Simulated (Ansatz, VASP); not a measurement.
## AlN in VASP and in Ansatz

POSCAR

```
AlN
1.0
    3.1066945036      0.0000000000      0.0000000000
   -1.5533472518      2.6904763619      0.0000000000
    0.0000000000      0.0000000000      4.9785885494
Al N
2 2
Direct
    0.3333333333      0.6666666667     -0.0007956041
    0.6666666667      0.3333333333      0.4992043959
    0.3333333333      0.6666666667      0.3807956041
    0.6666666667      0.3333333333      0.8807956041
```

INCAR.step1

```
PREC     = Accurate       # precision mode
ENCUT    = 520            # plane-wave cutoff, eV
ISMEAR   = 0              # smearing method
SIGMA    = 0.01           # smearing width, eV
LREAL    = False          # projectors in reciprocal space
LASPH    = True           # aspherical terms in the spheres
NELM     = 100            # most SCF steps
NBANDS   = 16             # bands
GGA      = PE             # functional
ALGO     = Normal         # electronic algorithm
EDIFF    = 1E-4           # SCF threshold, eV
LWAVE    = True           # write WAVECAR
LCHARG   = False          # write CHGCAR
```

The input INCAR.step2:

```
PREC     = Accurate       # precision mode
ENCUT    = 520            # plane-wave cutoff, eV
EDIFF    = 1E-6           # SCF threshold, eV
ISMEAR   = 0              # smearing method
SIGMA    = 0.01           # smearing width, eV
LREAL    = False          # projectors in reciprocal space
LASPH    = True           # aspherical terms in the spheres
NELM     = 100            # most SCF steps
ALGO     = Normal         # electronic algorithm
ISIF     = 2              # what is computed and relaxed
LWAVE    = False          # write WAVECAR
LCHARG   = True           # write CHGCAR
METAGGA  = R2SCAN         # meta-GGA
LMIXTAU  = True         
LELF     = True           # ELF
LVHAR    = True         
NBANDS   = 16             # bands
ISTART   = 1
```

File KPOINTS:

```
Automatic mesh
0
Gamma
  9 9 4
```

Input for Ansatz:

```yaml
crystal:
  lattice:
    - [3.1066945036, 0.0, 0.0]
    - [-1.5533472518, 2.6904763619, 0.0]
    - [0.0, 0.0, 4.9785885494]
  atoms:
    - { symbol: Al, position: [0.3333333333, 0.6666666667, -0.0007956041] }
    - { symbol: Al, position: [0.6666666667, 0.3333333333, 0.4992043959] }
    - { symbol: "N", position: [0.3333333333, 0.6666666667, 0.3807956041] }
    - { symbol: "N", position: [0.6666666667, 0.3333333333, 0.8807956041] }
kpoints:
  mp_grid: { grid: [9, 9, 4] }
hamiltonian:
  xc: r2scan
scf:
  occupations: { method: fixed }
  n_extra_bands: 5
output:
  forces: true
  stress: true
  eigenvalues: true
```

Alike in both runs: task single point; functional r2SCAN; k mesh 9 × 9 × 4; no spin polarisation.

|  | VASP | Ansatz |
| --- | --- | --- |
| version | VASP 6.6.1 | Ansatz 0.2.0 |
| potentials or method | VASP PAW PBE potentials, release 64 (Al, N) | plane waves, PAW |
| plane-wave cutoff (eV) | 520 | 500 |
| occupations | gaussian, width 0.01 eV | fixed |
| valence electrons in the cell | 16 | 16 |

```tsv
	VASP	Ansatz	Ansatz less VASP
gap on the k mesh at the Fermi level (eV)	4.92	4.88	-0.041
pressure (GPa)	-0.4	0.0	+0.39
```

VASP's potentials were made for PBE, not for r2SCAN.
